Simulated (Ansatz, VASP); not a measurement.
Two plane-wave programs on AlN

INCAR

```
SYSTEM = AlN
PREC = Accurate
ENCUT = 520
EDIFF = 1E-6
ISMEAR = 0
SIGMA = 0.05
LREAL = .FALSE.
LASPH = .TRUE.
NELM = 60
ALGO = Normal
ISIF = 2
LWAVE = .FALSE.
LCHARG = .FALSE.
GGA = CA
NBANDS = 16
```

KPOINTS

```
Automatic mesh
0
G
  9 9 6
  0 0 0
```

Contents of POSCAR:

```
AlN
1.0
    3.0887424016      0.0000000000      0.0000000000
   -1.5443712008      2.6749293856      0.0000000000
    0.0000000000      0.0000000000      4.9437688231
Al N
2 2
Direct
    0.3172581426      0.6345162853      0.0015212672
    0.6827418574      0.3654837147      0.5015212672
    0.3476777443      0.6953554887      0.3834787328
    0.6523222557      0.3046445113      0.8834787328
```

Input for Ansatz:

```yaml
crystal:
  lattice:
    - [3.0887424016, 0.0, 0.0]
    - [-1.5443712008, 2.6749293856, 0.0]
    - [0.0, 0.0, 4.9437688231]
  atoms:
    - { symbol: Al, position: [0.3172581426, 0.6345162853, 0.0015212672] }
    - { symbol: Al, position: [0.6827418574, 0.3654837147, 0.5015212672] }
    - { symbol: "N", position: [0.3476777443, 0.6953554887, 0.3834787328] }
    - { symbol: "N", position: [0.6523222557, 0.3046445113, 0.8834787328] }
basis:
  ecutwfc: 520.0
kpoints:
  mp_grid: { grid: [9, 9, 6] }
hamiltonian:
  xc: lda
scf:
  occupations: { method: gaussian, width: 0.05 }
output:
  forces: true
  stress: true
  eigenvalues: true
```

Change from the starting cell: mode 5 frozen in at -0.086 Å, equal normal strain along x, y and z +0.0000.

Alike in both runs: task single point; functional LDA; k mesh 9 × 9 × 6; occupations gaussian, width 0.05 eV; no spin polarisation.

```csv
,VASP,Ansatz
version,VASP 6.6.1,Ansatz 0.2.0
potentials or method,"VASP PAW LDA potentials, release 64 (Al, N), cutoff 520 eV","scalar-relativistic, plane waves, PAW"
valence electrons in the cell,16,16
```

|  | VASP | Ansatz | Ansatz less VASP |
| --- | --- | --- | --- |
| gap on the k mesh at the Fermi level (eV) | 4.33 | 4.33 | -0.005 |
| least direct gap on the mesh (eV) | 4.33 | 4.33 | -0.005 |
| pressure (GPa) | 0.4 | -0.2 | -0.59 |
| traceless stress, the component that is largest in VASP (GPa) | -0.18 | -0.18 | -0.002 |
| rms of the force components (eV/Å) | 0.212 | 0.212 | +0.0003 |

LDA's correlation is that of Perdew and Zunger in VASP and of Perdew and Wang (1992) in Ansatz. Atom by atom the forces differ by 0.002 eV/Å (rms over components).
